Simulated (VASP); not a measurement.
# GaAs (F-43m) in VASP: notebook

The runs below take GaAs through single point, with LDA.

Program: VASP 6.6.1. These are calculated values, not measurements. Logs are shortened: lines on timing, memory, paths and dates and some standing lists are left out, and cuts for length are marked.

## Step 1: The cell of the first run

It takes space group F-43m (No. 216, cubic). The conventional cell has a = 5.654 Å, b = 5.654 Å, c = 5.654 Å, α = 90.00°, β = 90.00°, γ = 90.00°. Within 3.2 Å of Ga (site symmetry -43m) lie 4 As at 2.45 Å. As (site symmetry -43m) has 4 Ga at 2.45 Å within 3.2 Å.

## Step 2: Single point, LDA

File INCAR:

```
SYSTEM = GaAs
PREC     = Accurate       ! precision mode
ENCUT    = 500            ! plane-wave cutoff, eV
EDIFF    = 1E-6           ! SCF threshold, eV
ISMEAR   = 0              ! smearing method
SIGMA    = 0.01           ! smearing width, eV
LREAL    = .FALSE.        ! projectors in reciprocal space
LASPH    = .TRUE.         ! aspherical terms in the spheres
NELM     = 120            ! most SCF steps
ALGO     = Normal         ! electronic algorithm
ISIF     = 2              ! what is computed and relaxed
LWAVE    = .FALSE.        ! write WAVECAR
LCHARG   = .FALSE.        ! write CHGCAR
NBANDS   = 16             ! bands
GGA_COMPAT= .FALSE.
```

File KPOINTS:

```
Automatic mesh
0
G
  3 3 3
  0 0 0
```

File POSCAR:

```
GaAs
1.0
    0.0000000000      2.8268500000      2.8268500000
    2.8268500000      0.0000000000      2.8268500000
    2.8268500000      2.8268500000      0.0000000000
Ga As
1 1
Direct
    0.0000000000      0.0000000000      0.0000000000
    0.2500000000      0.2500000000      0.2500000000
```

Potentials or basis: VASP PAW LDA potentials, release 64 (Ga_d, As).

On the command line:

```console
cat potpaw_LDA.64/Ga_d/POTCAR potpaw_LDA.64/As/POTCAR > POTCAR
mpirun -np 1 vasp_std > vasp.out
```

OUTCAR:

```text
SYSTEM = GaAs
   PREC = Accurate
   ENCUT = 500
   EDIFF = 1E-6
   ISMEAR = 0
   LREAL = .FALSE.
   LASPH = .TRUE.
   NELM = 120
   ISIF = 2

 ion  position               nearest neighbor table
   1  0.000  0.000  0.000-   2 2.45   2 2.45   2 2.45   2 2.45
   2  0.250  0.250  0.250-   1 2.45   1 2.45   1 2.45   1 2.45

  LATTYP: Found a face centered cubic cell.
 ALAT       =     5.6537000000

  Lattice vectors:

 A1 = (   0.0000000000,   2.8268500000,   2.8268500000)
 A2 = (   2.8268500000,   0.0000000000,   2.8268500000)
 A3 = (   2.8268500000,   2.8268500000,   0.0000000000)

Analysis of symmetry for initial positions (statically):
=====================================================================
 Subroutine PRICEL returns:
 Original cell was already a primitive cell.

 Routine SETGRP: Setting up the symmetry group for a
 face centered cubic supercell.

 Subroutine GETGRP returns: Found 24 space group operations
 (whereof 24 operations were pure point group operations)
 out of a pool of 48 trial point group operations.

The static configuration has the point symmetry T_d .

Analysis of symmetry for dynamics (positions and initial velocities):
=====================================================================
 Subroutine PRICEL returns:
 Original cell was already a primitive cell.

 Routine SETGRP: Setting up the symmetry group for a
 face centered cubic supercell.

 Subroutine GETGRP returns: Found 24 space group operations
 (whereof 24 operations were pure point group operations)
 out of a pool of 48 trial point group operations.

The dynamic configuration has the point symmetry T_d .

 Subroutine INISYM returns: Found 24 space group operations
 (whereof 24 operations are pure point group operations),
 and found     1 'primitive' translations

----------------------------------------------------------------------------------------

                                     Primitive cell

  volume of cell :      45.1792

  direct lattice vectors                    reciprocal lattice vectors
     0.000000000  2.826850000  2.826850000    -0.176875321  0.176875321  0.176875321
     2.826850000  0.000000000  2.826850000     0.176875321 -0.176875321  0.176875321
     2.826850000  2.826850000  0.000000000     0.176875321  0.176875321 -0.176875321

  length of vectors
     3.997769609  3.997769609  3.997769609     0.306357042  0.306357042  0.306357042

  position of ions in fractional coordinates (direct lattice)
     0.000000000  0.000000000  0.000000000
     0.250000000  0.250000000  0.250000000

  ion indices of the primitive-cell ions
   primitive index   ion index
                 1           1
                 2           2

----------------------------------------------------------------------------------------

 KPOINTS: Automatic mesh

Automatic generation of k-mesh.
 Grid dimensions read from file:
 generate k-points for:    3    3    3

 Generating k-lattice:

  Cartesian coordinates                     Fractional coordinates (reciprocal lattice)
    -0.058958440  0.058958440  0.058958440     0.333333333  0.000000000  0.000000000
     0.058958440 -0.058958440  0.058958440     0.000000000  0.333333333  0.000000000
     0.058958440  0.058958440 -0.058958440     0.000000000  0.000000000  0.333333333

  Length of vectors
     0.102119014  0.102119014  0.102119014

  Shift w.r.t. Gamma in fractional coordinates (k-lattice)
     0.000000000  0.000000000  0.000000000

 Subroutine IBZKPT returns following result:
 ===========================================

 Found      4 irreducible k-points:

 Following reciprocal coordinates:
            Coordinates               Weight
  0.000000  0.000000  0.000000      1.000000
  0.333333  0.000000  0.000000      8.000000
  0.333333  0.333333  0.000000      6.000000
 -0.333333  0.333333  0.000000     12.000000
   k-points           NKPTS =      4   k-points in BZ     NKDIM =      4   number of bands    NBANDS=     16
   number of dos      NEDOS =    301   number of ions     NIONS =      2
   total plane-waves  NPLWV =  27000
   dimension x,y,z NGX =    30 NGY =   30 NGZ =   30
   dimension x,y,z NGXF=    60 NGYF=   60 NGZF=   60
   ions per type =               1   1
   NGX,Y,Z   is equivalent  to a cutoff of  12.48, 12.48, 12.48 a.u.
   NGXF,Y,Z  is equivalent  to a cutoff of  24.95, 24.95, 24.95 a.u.
 SYSTEM =  GaAs
   PREC   = accura    normal or accurate (medium, high low for compatibility)
   ISTART =      0    job   : 0-new  1-cont  2-samecut
   ICHARG =      2    charge: 1-file 2-atom 10-const
   ISPIN  =      1    spin polarized calculation?
   LNONCOLLINEAR =      F non collinear calculations
   LSORBIT =      F    spin-orbit coupling
   LASPH  =      T    aspherical Exc in radial PAW
   ENCUT  =  500.0 eV  36.75 Ry    6.06 a.u.   7.29  7.29  7.29*2*pi/ulx,y,z
   NELM   =    120;   NELMIN=  2; NELMDL= -5     # of ELM steps
   EDIFF  = 0.1E-05   stopping-criterion for ELM
   LREAL  =      F    real-space projection
   EDIFFG = 0.1E-04   stopping-criterion for IOM
   NSW    =      0    number of steps for IOM
   IBRION =     -1    ionic relax: 0-MD 1-quasi-New 2-CG
   NFREE  =      0    steps in history (QN), initial steepest desc. (CG)
   ISIF   =      2    stress and relaxation
   ISYM   =      2    0-nonsym 1-usesym 2-fastsym
   POTIM  = 0.5000    time-step for ionic-motion
   TEBEG  =    0.0;   TEEND  =   0.0 temperature during run
   PSTRESS=    0.0 pullay stress
   NELECT =      18.0000    total number of electrons
   NUPDOWN=      -1.0000    fix difference up-down
   EMIN   =  10.00;   EMAX   =-10.00  energy-range for DOS
   EFERMI =   0.00;   METHOD = LEGACY
   ISMEAR =     0;   SIGMA  =   0.01  broadening in eV -4-tet -1-fermi 0-gaus
   EFERMI_NEDOS =   21; number of points for ismear=-14 and -15
   IALGO  =     38    algorithm
   IMIX   =      4    mixing-type and parameters
     AMIX     =   0.40;   BMIX     =  1.00
     AMIX_MAG =   1.60;   BMIX_MAG =  1.00
  volume/ion in A,a.u.               =      22.59       152.44
  Fermi-wavevector in a.u.,A,eV,Ry     =   1.204628  2.276417 19.743799  1.451128
  Thomas-Fermi vector in A             =   2.340347
   LORBIT       =      0    0 simple, 1 ext, 2 COOP (PROOUT), +10 PAW based schemes
   GGA     = CA    functional components
   LHFCALC =     F    Hartree Fock is set to
   AEXX    =    0.0000 exact exchange contribution
   IVDW    =     0    specifies the selected vdW correction
   LEPSILON=     F    determine dielectric tensor
   LRPA    =     F    only Hartree local field effects (RPA)
 non-spin polarized calculation
 Gauss-broadening in eV      SIGMA  =   0.01
  energy-cutoff  :      500.00
  volume of cell :       45.18
 maximum number of plane-waves:      1150
 NGX is ok and might be reduce to    30
   NGX = 15   NGY = 15   NGZ = 15

 number of electron      17.9999995 magnetization

 Free energy of the ion-electron system (eV)
  ---------------------------------------------------
  ext. energy  EPLUGINS =         0.00000000
  ---------------------------------------------------
  free energy    TOTEN  =        -9.02157636 eV

  energy without entropy =       -9.02157636  energy(sigma->0) =       -9.02157636

 E-fermi :   4.0280     XC(G=0):  -9.8728

 val. band max:        3.9318481238   @ k =   0.0000   0.0000   0.0000
 cond. band min:       4.2170599848   @ k =   0.0000   0.0000   0.0000
 fundamental gap:      0.2852118610
 Fermi energy:         4.0279922566

 k-point     1 :       0.0000    0.0000    0.0000
  band No.  band energies     occupation
      1     -11.1444      2.00000
      2     -11.1444      2.00000
      3     -11.1444      2.00000
      4     -11.0702      2.00000
      5     -11.0702      2.00000
      6      -8.8480      2.00000
      7       3.9318      2.00000
      8       3.9318      2.00000
      9       3.9318      2.00000
     10       4.2171      0.00000
     11       7.5067      0.00000
     12       7.5067      0.00000
     13       7.5067      0.00000
     14      11.1700      0.00000
     15      14.0212      0.00000
     16      14.0212      0.00000

 k-point     2 :       0.3333    0.0000    0.0000
  band No.  band energies     occupation
      1     -11.1991      2.00000
      2     -11.1292      2.00000
      3     -11.1292      2.00000
      4     -11.0685      2.00000
      5     -11.0685      2.00000
      6      -7.6939      2.00000
      7      -1.5549      2.00000
      8       2.9827      2.00000
      9       2.9827      2.00000
     10       4.9403      0.00000
     11       8.4810      0.00000
     12       8.4810      0.00000
     13      10.9761      0.00000
     14      12.3946      0.00000
     15      13.4832      0.00000
     16      13.4832      0.00000

 k-point     3 :       0.3333    0.3333    0.0000
  band No.  band energies     occupation
      1     -11.2248      2.00000
      2     -11.1090      2.00000
      3     -11.1090      2.00000
      4     -11.0882      2.00000
      5     -11.0609      2.00000
      6      -7.2778      2.00000
      7      -1.5326      2.00000
      8       1.6584      2.00000
      9       1.6584      2.00000
     10       5.2983      0.00000
     11       6.3807      0.00000
     12      11.8131      0.00000
     13      11.8131      0.00000
     14      12.3899      0.00000
     15      15.7928      0.00000
     16      16.7052      0.00000

 k-point     4 :      -0.3333    0.3333    0.0000
  band No.  band energies     occupation
      1     -11.2279      2.00000
      2     -11.1157      2.00000
      3     -11.1081      2.00000
      4     -11.0781      2.00000
      5     -11.0670      2.00000
      6      -6.5031      2.00000
      7      -2.6534      2.00000
      8      -0.1297      2.00000
      9       1.9341      2.00000
     10       5.9733      0.00000
     11       9.6682      0.00000
     12      10.9605      0.00000
     13      11.2383      0.00000
     14      11.4955      0.00000
     15      13.4834      0.00000
     16      17.9467      0.00000

------------------------ aborting loop because EDIFF is reached ----------------------------------------

  FORCE on cell =-STRESS in cart. coord.  units (eV):
  Direction    XX          YY          ZZ          XY          YZ          ZX
  --------------------------------------------------------------------------------------
  -------------------------------------------------------------------------------------
  Total       -0.1385327     -0.1385327     -0.1385327      0.0000000      0.0000000      0.0000000
  in kB       -4.9127504     -4.9127504     -4.9127504      0.0000000      0.0000000      0.0000000
  external PRESSURE =      -4.9127504 kB  Pullay stress =       0.0000000 kB

 VOLUME and BASIS-vectors are now :
 -----------------------------------------------------------------------------
  energy-cutoff  :      500.00
  volume of cell :       45.18
      direct lattice vectors                 reciprocal lattice vectors
     0.000000000  2.826850000  2.826850000    -0.176875321  0.176875321  0.176875321
     2.826850000  0.000000000  2.826850000     0.176875321 -0.176875321  0.176875321
     2.826850000  2.826850000  0.000000000     0.176875321  0.176875321 -0.176875321

 POSITION                                       TOTAL-FORCE (eV/Angst)
 -----------------------------------------------------------------------------------
      0.00000      0.00000      0.00000        -0.000000     -0.000000     -0.000000
      1.41342      1.41342      1.41342         0.000000      0.000000      0.000000
 -----------------------------------------------------------------------------------
    total drift:                               -0.000000     -0.000000     -0.000000

  FREE ENERGIE OF THE ION-ELECTRON SYSTEM (eV)
  ---------------------------------------------------
  free  energy   TOTEN  =        -9.0215763588 eV

  energy  without entropy=       -9.0215763588  energy(sigma->0) =       -9.02157636
```

Run time: 8.5 s. Hardware: 1 thread of Intel Xeon 8259CL, shared host; peak memory 0.14 GiB.

Results:

```yaml
Free_energy: -9.0216 eV
Pressure: -0.5 GPa
Band_gap_on_the_k_mesh: 0.29 eV, direct
```

Caveat: the k points lie up to 0.64 Å⁻¹ apart.

## Step 3: Single point, LDA

File INCAR:

```
PREC = Accurate
ENCUT = 500
EDIFF = 1E-6
ISMEAR = 0
SIGMA = 0.01
LREAL = False
LASPH = True
NELM = 120
ALGO = Normal
ISIF = 2
LWAVE = False
LCHARG = False
GGA = CA
NBANDS = 16
GGA_COMPAT = False
```

File KPOINTS:

```
Automatic mesh
0
Gamma
  4 4 4
```

POSCAR is that of step 2.

Potentials or basis: VASP PAW LDA potentials, release 64 (Ga_d, As).

On the command line:

```console
cat potpaw_LDA.64/Ga_d/POTCAR potpaw_LDA.64/As/POTCAR > POTCAR
mpirun -np 1 vasp_std > vasp.out
```

Run time: 13 s. Hardware: 1 thread of Intel Xeon 8259CL, shared host; peak memory 0.14 GiB.

Results (log left out):

| Quantity | Value |
| --- | --- |
| Free energy | -9.4460 eV |
| Pressure | -1.4 GPa |
| Band gap on the k mesh | 0.31 eV, direct |

Levels at points of the mesh, in eV from the valence-band top:
```
           k point  band 5  band 6  band 7  band 8  band 9  band 10  band 11  band 12  band 13  band 14
(0.00, 0.00, 0.00)  -14.91  -12.77    0.00    0.00    0.00     0.31     3.63     3.63     3.63     7.30
(0.50, 0.00, 0.00)  -14.91  -11.00   -6.72   -1.15   -1.15     0.83     4.54     4.54     7.52    10.19
(0.50, 0.50, 0.00)  -14.90  -10.25   -6.91   -2.71   -2.71     1.30     1.52    10.02    10.02    10.78
```

Caveat: the k points lie up to 0.48 Å⁻¹ apart.
